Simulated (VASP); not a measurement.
# RbDyH4 (Cmmm) in VASP: a series of runs, part 3 of 3

VASP 6.6.1.

## 6. Relaxation of cell and atoms, PBE

This run uses another cell than the first one, of 17.68 Å³/atom.

Input file INCAR:

```
SYSTEM = RbDyH4
PREC = Accurate
ENCUT = 500
EDIFF = 1E-7
ISMEAR = 0
SIGMA = 0.1
LREAL = .FALSE.
LASPH = .TRUE.
NELM = 200
ALGO = Normal
ISIF = 3
LWAVE = .FALSE.
LCHARG = .FALSE.
GGA = PE
IBRION = 2
NSW = 100
EDIFFG = -0.01
GGA_COMPAT = .FALSE.
NELMIN = 4
LMAXMIX = 6
```

Input file KPOINTS:

```
Automatic mesh
0
G
  8 8 10
  0 0 0
```

Input file POSCAR:

```
RbDyH4
1.0
    3.6690555715     -3.5670435761      0.0000000000
    3.6690555715      3.5670435761      0.0000000000
    0.0000000000      0.0000000000      4.0530978096
Rb Dy H
1 1 4
Direct
    0.5000000000      0.5000000000      0.5000000000
    0.0000000000      0.0000000000      0.0000000000
    0.2840864490      0.7159135510      0.0000000000
    0.7159135510      0.2840864490      0.0000000000
    0.5000000000      0.0000000000      0.5000000000
    0.0000000000      0.5000000000      0.5000000000
```

Potentials or basis: VASP PAW PBE potentials, release 64 (Rb_sv, Dy_3, H), 4f in core.

Command:

```console
cat potpaw_PBE.64/Rb_sv/POTCAR potpaw_PBE.64/Dy_3/POTCAR potpaw_PBE.64/H/POTCAR > POTCAR
mpirun -np 1 vasp_std > vasp.out
```

OUTCAR:

```text
SYSTEM = RbDyH4
   PREC = Accurate
   ENCUT = 500
   EDIFF = 1E-7
   ISMEAR = 0
   LREAL = .FALSE.
   LASPH = .TRUE.
   NELM = 200
   ISIF = 3
   GGA = PE
   IBRION = 2
   NSW = 100
   EDIFFG = -0.01
   NELMIN = 4

 ion  position               nearest neighbor table
   1  0.500  0.500  0.500-   3 2.55   4 2.55   3 2.55   4 2.55   5 2.56   6 2.56   5 2.56   6 2.56
                             2 4.10   2 4.10   2 4.10   2 4.10   2 4.19   2 4.19   2 4.19   2 4.19
   2  0.000  0.000  0.000-   3 2.03   4 2.03   1 4.10   1 4.10   1 4.10   1 4.10   1 4.19   1 4.19
                             1 4.19   1 4.19
   3  0.284  0.716  0.000-   2 2.03   1 2.55   1 2.55
   4  0.716  0.284  0.000-   2 2.03   1 2.55   1 2.55
   5  0.500  0.000  0.500-   1 2.56   1 2.56
   6  0.000  0.500  0.500-   1 2.56   1 2.56

  LATTYP: Found a base centered orthorhombic cell.
 ALAT       =     7.1340871522
 B/A-ratio  =     1.0285984719
 C/A-ratio  =     0.5681312441

  Lattice vectors:

[... 257 lines left out ...]
     11      -0.1998      2.00000
     12       0.9912      0.00000
     13       2.5632      0.00000
     14       2.5998      0.00000
[... 401 lines left out ...]
      2     -24.7050      2.00000
      3     -24.4737      2.00000
      4     -24.0231      2.00000
      5      -9.5343      2.00000
      6      -9.4071      2.00000
      7      -9.2226      2.00000
      8      -4.0575      2.00000
      9      -2.0416      2.00000
     10      -1.3713      2.00000
     11      -0.5079      2.00000
     12       0.9582      0.00000
     13       1.9981      0.00000
     14       2.4657      0.00000
     15       2.8028      0.00000

 [... further k-points ...]

------------------------ aborting loop because EDIFF is reached ----------------------------------------

  FORCE on cell =-STRESS in cart. coord.  units (eV):
  Direction    XX          YY          ZZ          XY          YZ          ZX
  --------------------------------------------------------------------------------------
  -------------------------------------------------------------------------------------
  Total       -0.0592504     -0.0149379     -0.0441499     -0.0000000      0.0000000      0.0000000
  in kB       -0.8948056     -0.2255940     -0.6667564     -0.0000000      0.0000000      0.0000000
  external PRESSURE =      -0.5957187 kB  Pullay stress =       0.0000000 kB

 VOLUME and BASIS-vectors are now :
 -----------------------------------------------------------------------------
  energy-cutoff  :      500.00
  volume of cell :      106.09
      direct lattice vectors                 reciprocal lattice vectors
     3.667148683 -3.570629853  0.000000000     0.136345713 -0.140031317  0.000000000
     3.667148683  3.570629853  0.000000000     0.136345713  0.140031317  0.000000000
     0.000000000  0.000000000  4.051073698     0.000000000  0.000000000  0.246848138

 POSITION                                       TOTAL-FORCE (eV/Angst)
 -----------------------------------------------------------------------------------
      3.66715      0.00000      2.02554         0.000000      0.000000      0.000000
      3.66715     -3.57063      0.00000        -0.000000      0.000000      0.000000
      3.66715      1.54020      0.00000         0.000000     -0.006037      0.000000
      3.66715     -1.54020      0.00000         0.000000      0.006037      0.000000
      1.83357     -1.78531      2.02554         0.000000      0.000000      0.000000
      5.50072     -1.78531      2.02554         0.000000      0.000000      0.000000
 -----------------------------------------------------------------------------------
    total drift:                                0.000000      0.000000     -0.000000

  FREE ENERGIE OF THE ION-ELECTRON SYSTEM (eV)
  ---------------------------------------------------
  free  energy   TOTEN  =       -16.3778747395 eV

  energy  without entropy=      -16.3765615309  energy(sigma->0) =      -16.37721814

 reached required accuracy - stopping structural energy minimisation
```

OSZICAR:

```text
N       E                     dE             d eps       ncg     rms          rms(c)
DAV:   1     0.101073048732E+03    0.10107E+03   -0.97530E+03  3788   0.121E+03
DAV:   2    -0.816996186176E+01   -0.10924E+03   -0.10666E+03  4972   0.296E+02
DAV:   3    -0.192656273141E+02   -0.11096E+02   -0.10901E+02  5552   0.692E+01
DAV:   4    -0.196992840209E+02   -0.43366E+00   -0.43354E+00  5997   0.123E+01
[... 14 lines left out ...]
DAV:   1    -0.163780136366E+02   -0.32033E-03   -0.10721E-02  3990   0.756E-01    0.210E-01
DAV:   2    -0.163779172271E+02    0.96410E-04   -0.27046E-04  5110   0.114E-01    0.906E-02
DAV:   3    -0.163778756651E+02    0.41562E-04   -0.10380E-04  4319   0.561E-02    0.126E-02
DAV:   4    -0.163778747399E+02    0.92526E-06   -0.92019E-06  5145   0.198E-02    0.625E-03
DAV:   5    -0.163778747395E+02    0.34743E-09   -0.75883E-07  4776   0.462E-03
   2 F= -.16377875E+02 E0= -.16377218E+02  d E =-.181364E-03
```

CONTCAR:

```text
RbDyH4
   1.00000000000000
     3.6671486825306636   -3.5706298528891098    0.0000000000000000
     3.6671486825306636    3.5706298528891098    0.0000000000000000
     0.0000000000000000    0.0000000000000000    4.0510736981626261
  Rb              Dy              H
     1     1     4
Direct
     0.5000000000000000    0.5000000000000000    0.5000000000000000
     1.0000000000000000    0.0000000000000000    0.0000000000000000
     0.2843243147128721    0.7156756852871279    0.0000000000000000
     0.7156756852871279    0.2843243147128721    0.0000000000000000
     0.5000000000000000    0.0000000000000000    0.5000000000000000
     1.0000000000000000    0.5000000000000000    0.5000000000000000

  0.00000000E+00  0.00000000E+00  0.00000000E+00
  0.00000000E+00  0.00000000E+00  0.00000000E+00
  0.00000000E+00  0.00000000E+00  0.00000000E+00
  0.00000000E+00  0.00000000E+00  0.00000000E+00
  0.00000000E+00  0.00000000E+00  0.00000000E+00
  0.00000000E+00  0.00000000E+00  0.00000000E+00
```

It took 2.1 min on 1 thread of Intel Xeon 6975P-C (Granite Rapids), shared host; peak memory 0.38 GiB.

What came out:

| Quantity | Value |
| --- | --- |
| Free energy | -16.3779 eV |
| Energy gained by relaxing | 0.0 meV/atom |
| Ionic steps | 2 |
| Pressure after relaxing | -0.1 GPa |
| Largest force after relaxing | 0.006 eV/Å |
| Band gap on the k mesh | zero (bands 11 and 12 overlap by 0.17 eV) |

Forces in eV/Å, atoms in the order of the input:
```
Rb   0.000  0.000  0.000
Dy   0.000  0.000  0.000
H    0.000 -0.006  0.000
H    0.000  0.006  0.000
H    0.000  0.000  0.000
H    0.000  0.000  0.000
```

Step by step:
```
step  energy change (eV)  largest force (eV/Å)  pressure (GPa)  volume (Å³)
   1              0.0000                0.0352            0.00       106.09
   2             -0.0002                0.0060           -0.06       106.09
```

Final structure:
```
CELL_PARAMETERS angstrom
3.66715 -3.57063 0.00000
3.66715 3.57063 0.00000
0.00000 0.00000 4.05107
ATOMIC_POSITIONS crystal
Rb 0.50000 0.50000 0.50000
Dy 0.00000 0.00000 0.00000
H 0.28432 0.71568 0.00000
H 0.71568 0.28432 0.00000
H 0.50000 0.00000 0.50000
H 0.00000 0.50000 0.50000
```

Caveat: spin-orbit coupling is left out, which moves the levels of the heavy elements; the 4f electrons are frozen in the core, so they carry no moment and show no levels. Spin polarisation is off, so any magnetic state and its effect on volume and gap are missing.

## 7. Summary

```csv
task,cell,k mesh,gap on the mesh (eV),pressure (GPa),relaxed volume (Å³/atom),largest force (eV/Å)
single point,"a = 5.115, b = 5.115, c = 4.162 Å, angles 90.0, 90.0, 116.1°, 6 atoms, atomic positions A",4 × 4 × 4,none,-4.0,-,0.23
single point,"a = 5.117, b = 5.117, c = 4.053 Å, angles 90.0, 90.0, 88.4°, 6 atoms, atomic positions B",8 × 8 × 10,none,0.0,-,0.04
relaxation of cell and atoms,"relaxed from a = 5.115, b = 5.115, c = 4.162 Å, angles 90.0, 90.0, 116.1°, 6 atoms, atomic positions A",8 × 8 × 10,none,0.0,17.33,0.01
relaxation of cell and atoms,"relaxed from a = 5.117, b = 5.117, c = 4.053 Å, angles 90.0, 90.0, 88.4°, 6 atoms, atomic positions B",8 × 8 × 10,none,-0.1,17.68,0.01
```

Alike in all rows: level PBE; potentials or basis VASP PAW PBE potentials, release 64 (Rb_sv, Dy_3, H), 4f in core; no spin polarisation; cutoff (eV) 500; smearing gaussian 0.1 eV.

Caveats: some runs use coarse meshes; spin-orbit coupling is left out, which moves the levels of the heavy elements; the 4f electrons are frozen in the core, so they carry no moment and show no levels.

Total energies depend on the potentials used, so only differences within one code and one set of settings carry meaning.
